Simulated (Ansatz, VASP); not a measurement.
## Ge: VASP beside Ansatz

```
Ge
1.0
     4.02269    0.00000    0.00000
    -2.01134    3.48375    0.00000
     0.00000    0.00000   18.86852
Ge
4
Direct
  0.33333 0.66667 0.27476
  0.66667 0.33333 0.23849
  0.33333 0.66667 0.51507
  0.66667 0.33333 0.47880
```

Alike in both runs: task single point; functional PBE; dispersion D3(BJ); k mesh 9 × 9 × 1; occupations gaussian, width 0.1 eV; no spin polarisation.

|  | VASP | Ansatz |
| --- | --- | --- |
| version | VASP 6.6.1 | Ansatz 0.2.0 |
| potentials or method | VASP PAW PBE potentials, release 64 (Ge_d), cutoff 520 eV | scalar-relativistic, plane waves, PAW |
| valence electrons in the cell | 56 | 56 |

VASP gave:

| Quantity | Value |
| --- | --- |
| gap on the k mesh at the Fermi level (eV) | 0.62 |
| least direct gap on the mesh (eV) | 0.64 |
| rms of the force components (eV/Å) | 0.042 |

Question: What did Ansatz give for the same quantities?

Answer: gap on the k mesh at the Fermi level (eV): 0.62; least direct gap on the mesh (eV): 0.64; rms of the force components (eV/Å): 0.043.

Atom by atom the forces differ by 0.001 eV/Å (rms over components).
